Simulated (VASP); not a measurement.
# Ag in VASP: density of states with PBE

Aim: the density of states of Ag with PBE.

All numbers are computed with VASP 6.6.1; they aren't measurements. Logs are shortened: lines on timing, memory, paths and dates and some standing lists are left out, and cuts for length are marked.

### 1 The cell of the first run

The cell holds a slab with vacuum, 6 atoms: a = 2.933 Å, b = 2.933 Å, c = 26.370 Å, α = 90.00°, β = 90.00°, γ = 90.00°.

### 2 Density of states, PBE

File POSCAR:

```
Ag
1.0
    2.9330648187      0.0000000000      0.0000000000
    0.0000000000      2.9330648187      0.0000000000
    0.0000000000      0.0000000000     26.3700000000
Ag
6
Direct
    0.2500000000      0.2500000000      0.3033759933
    0.7500000000      0.7500000000      0.3820255960
    0.2500000000      0.2500000000      0.4606751987
    0.7500000000      0.7500000000      0.5393248013
    0.2500000000      0.2500000000      0.6179744040
    0.7500000000      0.7500000000      0.6966240067
```

File INCAR.step1:

```
SYSTEM = Ag
PREC = Accurate
ENCUT = 520
EDIFF = 1E-7
ISMEAR = -1
SIGMA = 0.1
LREAL = .False.
LASPH = .True.
NELM = 60
ALGO = Normal
ISIF = 2
LWAVE = .False.
LCHARG = .True.
LMAXMIX = 4
LDIPOL = .True.
IDIPOL = 3
DIPOL = 0.5 0.5 0.500
GGA = PE
NBANDS = 42
```

File KPOINTS.step1:

```
regular mesh
0
Gamma
  12 12 1
  0 0 0
```

File INCAR.step2:

```
SYSTEM = Ag
PREC = Accurate
ENCUT = 520
EDIFF = 1E-7
ISMEAR = -5
SIGMA = 0.1
LREAL = .False.
LASPH = .True.
NELM = 60
ALGO = Normal
ISIF = 2
LWAVE = .False.
LCHARG = .False.
LMAXMIX = 4
LDIPOL = .True.
IDIPOL = 3
DIPOL = 0.5 0.5 0.500
GGA = PE
LORBIT = 11
NEDOS = 2001
ICHARG = 11
```

File KPOINTS.step2:

```
regular mesh
0
Gamma
  18 18 1
  0 0 0
```

Potentials or basis: VASP PAW PBE potentials, release 64 (Ag).

Command:

```sh
$ cat potpaw_PBE.64/Ag/POTCAR > POTCAR
$ cp INCAR.step1 INCAR
$ cp KPOINTS.step1 KPOINTS
$ mpirun -np 1 vasp_std > vasp.out
$ cp INCAR.step2 INCAR
$ cp KPOINTS.step2 KPOINTS
$ mpirun -np 1 vasp_std > vasp.out
```

OUTCAR:

```text
SYSTEM = Ag
   PREC = Accurate
   ENCUT = 520
   EDIFF = 1E-7
   ISMEAR = -5
   LREAL = .False.
   LASPH = .True.
   NELM = 60
   ISIF = 2
   GGA = PE
   LORBIT = 11
   ICHARG = 11

 ion  position               nearest neighbor table
   1  0.250  0.250  0.303-   2 2.93   2 2.93   2 2.93   2 2.93
   2  0.750  0.750  0.382-   1 2.93   1 2.93   1 2.93   1 2.93   3 2.93   3 2.93   3 2.93   3 2.93

   3  0.250  0.250  0.461-   4 2.93   4 2.93   4 2.93   4 2.93   2 2.93   2 2.93   2 2.93   2 2.93

   4  0.750  0.750  0.539-   3 2.93   3 2.93   3 2.93   3 2.93   5 2.93   5 2.93   5 2.93   5 2.93

   5  0.250  0.250  0.618-   6 2.93   6 2.93   6 2.93   6 2.93   4 2.93   4 2.93   4 2.93   4 2.93

   6  0.750  0.750  0.697-   5 2.93   5 2.93   5 2.93   5 2.93

  LATTYP: Found a simple tetragonal cell.
 ALAT       =     2.9330648187
 C/A-ratio  =     8.9905957181

  Lattice vectors:

 A1 = (   2.9330648187,   0.0000000000,   0.0000000000)
 A2 = (   0.0000000000,   2.9330648187,   0.0000000000)
 A3 = (   0.0000000000,   0.0000000000,  26.3700000000)

Analysis of symmetry for initial positions (statically):
=====================================================================
 Subroutine PRICEL returns:
 Original cell was already a primitive cell.

 Routine SETGRP: Setting up the symmetry group for a
 simple tetragonal supercell.

 Subroutine GETGRP returns: Found 16 space group operations
 (whereof  4 operations were pure point group operations)
 out of a pool of 16 trial point group operations.

The static configuration has the point symmetry C_2h.
 The point group associated with its full space group is D_4h.

Analysis of symmetry for dynamics (positions and initial velocities):
=====================================================================
 Subroutine PRICEL returns:
 Original cell was already a primitive cell.

 Routine SETGRP: Setting up the symmetry group for a
 simple tetragonal supercell.

 Subroutine GETGRP returns: Found 16 space group operations
 (whereof  4 operations were pure point group operations)
 out of a pool of 16 trial point group operations.

The dynamic configuration has the point symmetry C_2h.
 The point group associated with its full space group is D_4h.

 Subroutine INISYM returns: Found 16 space group operations
 (whereof  4 operations are pure point group operations),
 and found     1 'primitive' translations

----------------------------------------------------------------------------------------

                                     Primitive cell
[... 122 lines left out ...]
  volume/ion in A,a.u.               =      37.81       255.15
  Fermi-wavevector in a.u.,A,eV,Ry     =   1.084772  2.049921 16.010377  1.176730
  Thomas-Fermi vector in A             =   2.220870
   LORBIT       =     11    0 simple, 1 ext, 2 COOP (PROOUT), +10 PAW based schemes
   GGA     = PE    functional components
   LHFCALC =     F    Hartree Fock is set to
   AEXX    =    0.0000 exact exchange contribution
   IVDW    =     0    specifies the selected vdW correction
   LEPSILON=     F    determine dielectric tensor
   LRPA    =     F    only Hartree local field effects (RPA)
 non-spin polarized calculation
 Fermi weights with tetrahedron method with Bloechl corrections
  energy-cutoff  :      520.00
  volume of cell :      226.86
 maximum number of plane-waves:      6175
 NGX is ok and might be reduce to    24

 number of electron      66.0000015 magnetization

 dipolmoment           0.000000      0.000000     -0.000000 electrons x Angstroem

 Free energy of the ion-electron system (eV)
  ---------------------------------------------------
  ext. energy  EPLUGINS =         0.00000000
  ---------------------------------------------------
  free energy    TOTEN  =       -15.43143928 eV

  energy without entropy =      -15.43143928  energy(sigma->0) =      -15.43143928

 E-fermi :   1.4716     XC(G=0):  -6.2920

 val. band max:        1.5081415117   @ k =   0.5000   0.1111   0.0000
 cond. band min:       1.4682047697   @ k =   0.3889   0.3333   0.0000
 fundamental gap:     -0.0399367420
 Fermi energy:         1.4716422583

 k-point     1 :       0.0000    0.0000    0.0000
  band No.  band energies     occupation
      1      -5.7311      2.00000
      2      -5.0798      2.00000
      3      -4.5823      2.00000
      4      -4.4845      2.00000
      5      -4.4114      2.00000
      6      -4.2749      2.00000
[... 997 lines left out ...]
     38       5.6419      0.00000
     39       6.4391      0.00000

 [... further k-points ...]

------------------------ aborting loop because EDIFF is reached ----------------------------------------

 vacuum level on the upper side and lower side of the slab       (xc-potential included)        -0.070        -0.070

  FORCE on cell =-STRESS in cart. coord.  units (eV):
  Direction    XX          YY          ZZ          XY          YZ          ZX
  --------------------------------------------------------------------------------------
  -------------------------------------------------------------------------------------
  Total       -1.3578446     -1.3578446     -0.6074283      0.0000000      0.0000000      0.0000000
  in kB       -9.5897484     -9.5897484     -4.2899494      0.0000000      0.0000000      0.0000000
  external PRESSURE =      -7.8231487 kB  Pullay stress =       0.0000000 kB

 VOLUME and BASIS-vectors are now :
 -----------------------------------------------------------------------------
  energy-cutoff  :      520.00
  volume of cell :      226.86
      direct lattice vectors                 reciprocal lattice vectors
     2.933064819  0.000000000  0.000000000     0.340940300  0.000000000  0.000000000
     0.000000000  2.933064819  0.000000000     0.000000000  0.340940300  0.000000000
     0.000000000  0.000000000 26.370000000     0.000000000  0.000000000  0.037921881

 POSITION                                       TOTAL-FORCE (eV/Angst)
 -----------------------------------------------------------------------------------
      0.73327      0.73327      8.00002        -0.000000      0.000000      0.115342
      2.19980      2.19980     10.07401        -0.000000     -0.000000     -0.108979
      0.73327      0.73327     12.14800         0.000000     -0.000000     -0.008334
      2.19980      2.19980     14.22200         0.000000      0.000000      0.008334
      0.73327      0.73327     16.29599         0.000000      0.000000      0.108979
      2.19980      2.19980     18.36998        -0.000000      0.000000     -0.115342
 -----------------------------------------------------------------------------------
    total drift:                                0.000000     -0.000000     -0.000000

  FREE ENERGIE OF THE ION-ELECTRON SYSTEM (eV)
  ---------------------------------------------------
  free  energy   TOTEN  =       -15.4314392822 eV

  energy  without entropy=      -15.4314392822  energy(sigma->0) =      -15.43143928

 vacuum level on the upper side and lower side of the slab         5.656         5.656

 total charge

# of ion       s       p       d       tot
------------------------------------------
    1        0.411   0.177   9.196   9.784
    2        0.400   0.268   9.162   9.831
    3        0.407   0.272   9.156   9.835
    4        0.407   0.272   9.156   9.835
    5        0.400   0.268   9.162   9.831
    6        0.411   0.177   9.196   9.784
--------------------------------------------------
tot          2.436   1.434  55.028  58.898
```

OSZICAR.step1:

```text
N       E                     dE             d eps       ncg     rms          rms(c)
DAV:   1     0.416924731349E+03    0.41692E+03   -0.31554E+04  2352   0.139E+03
DAV:   2    -0.448976374090E+01   -0.42141E+03   -0.40071E+03  2538   0.306E+02
DAV:   3    -0.166112414931E+02   -0.12121E+02   -0.11960E+02  2668   0.525E+01
[... 15 lines left out ...]
DAV:  19    -0.154594517116E+02   -0.61828E-05   -0.20697E-07  1572   0.124E-03    0.379E-04
DAV:  20    -0.154594546532E+02   -0.29416E-05   -0.75810E-08  1528   0.991E-04    0.176E-04
DAV:  21    -0.154594564213E+02   -0.17681E-05   -0.90607E-08  1502   0.685E-04    0.771E-05
DAV:  22    -0.154594565328E+02   -0.11152E-06   -0.23045E-09  1586   0.258E-04    0.353E-05
DAV:  23    -0.154594565925E+02   -0.59714E-07   -0.10942E-09  1418   0.577E-05
   1 F= -.15459457E+02 E0= -.15434977E+02  d E =-.489596E-01
```

It took 9.2 min on 1 thread of Oxide Virtual Turin-like, shared host; peak memory 0.48 GiB.

What came out:

```yaml
Valence_electrons_inside_the_program's_atomic_spheres: Ag 9.78, 9.83, 9.84
```

Caveat: tetrahedron occupations give inexact forces and stress in metals.
